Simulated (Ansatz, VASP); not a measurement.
## Si2Mo: VASP beside Ansatz

File INCAR:

```
ALGO = Normal
EDIFF = 1E-7
EDIFFG = -0.01
ENCUT = 600
GGA = PE
IBRION = 2
ISIF = 3
ISMEAR = 0
LASPH = T
LCHARG = F
LREAL = F
LWAVE = F
NELM = 100
NSW = 100
PREC = Accurate
SIGMA = 0.1
```

KPOINTS

```
k-points
0
Gamma
  12 12 6
```

Contents of POSCAR:

```
Si2Mo
1.0
    1.6616031031     -4.3573742107      0.0000000000
    1.6616031031      4.3573742107      0.0000000000
    0.0000000000      0.0000000000      6.1534632525
Si Mo
4 2
Direct
    0.4043831938      0.5956168062      0.0208555350
    0.5956168062      0.4043831938      0.5208555350
    0.1940639345      0.8059360655      0.7930370986
    0.8059360655      0.1940639345      0.2930370986
    0.9136246444      0.0863753556      0.6862167061
    0.0863753556      0.9136246444      0.1862167061
```

Input for Ansatz:

```yaml
crystal:
  lattice:
    - [1.6616031031, -4.3573742107, 0.0]
    - [1.6616031031, 4.3573742107, 0.0]
    - [0.0, 0.0, 6.1534632525]
  atoms:
    - { symbol: Si, position: [0.4043831938, 0.5956168062, 0.020855535] }
    - { symbol: Si, position: [0.5956168062, 0.4043831938, 0.520855535] }
    - { symbol: Si, position: [0.1940639345, 0.8059360655, 0.7930370986] }
    - { symbol: Si, position: [0.8059360655, 0.1940639345, 0.2930370986] }
    - { symbol: Mo, position: [0.9136246444, 0.0863753556, 0.6862167061] }
    - { symbol: Mo, position: [0.0863753556, 0.9136246444, 0.1862167061] }
basis:
  ecutwfc: 420
kpoints:
  mp_grid: { grid: [12, 12, 6] }
hamiltonian:
  xc: pbe
scf:
  occupations: { method: gaussian, width: 0.1 }
output:
  forces: true
  stress: true
  eigenvalues: true
relax:
  adjacent_minimum: "off"
  f_tol: 0.01
  max_steps: 80
  cell: { stress_tol: 0.05 }
```

Change from the starting cell: the structure that the rattled cell fell into.

Alike in both runs: task relaxation of cell and atoms; functional PBE; k mesh 12 × 12 × 6; occupations gaussian, width 0.1 eV; no spin polarisation.

|  | VASP | Ansatz |
| --- | --- | --- |
| version | VASP 6.6.1 | Ansatz 0.2.0 |
| potentials or method | VASP PAW PBE potentials, release 64 (Si, Mo_sv), cutoff 600 eV | scalar-relativistic, plane waves, PAW |
| valence electrons in the cell | 44 | 44 |

VASP gave:

```
gap on the k mesh at the Fermi level, each at its own relaxed structure (eV) : none
relaxed volume (Å³/atom)                                                     : 14.86
relaxed cell length with the largest relative difference (Å)                 : 4.666
```

**Question.** Which values does Ansatz return?

**Answer.** gap on the k mesh at the Fermi level, each at its own relaxed structure (eV): none; relaxed volume (Å³/atom): 14.86; relaxed cell length with the largest relative difference (Å): 4.665.

A gap of «none» marks a metal or a gap that the smearing closes.
